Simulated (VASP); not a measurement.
The system is TaW.

```
CELL_PARAMETERS angstrom
1.59290 -2.27668 0.00000
1.59290 2.27668 0.00000
0.00000 0.00000 4.46193
ATOMIC_POSITIONS crystal
Ta 0.00000 0.00000 0.00000
W 0.50000 0.50000 0.50000
```

Base run:

- Program: VASP 6.6.1
- Functional: LDA
- Potentials or basis: VASP PAW LDA potentials, release 64 (Ta_pv, W_sv)
- Cutoff: 520 eV
- k mesh: 8 × 8 × 5
- Occupations: gaussian, width 0.05 eV
- Spin: no spin polarisation

Its results: pressure 1.4 GPa.

Q: The run is repeated on the same cell with these changes: potentials or basis from VASP PAW LDA potentials, release 64 (Ta_pv, W_sv) to VASP PAW LDA potentials, release 64 (Ta_sv_GW, W_sv); cutoff from 520 eV to 500 eV; valence electrons from 25 to 27. What comes out?

A: Pressure 0.5 GPa.
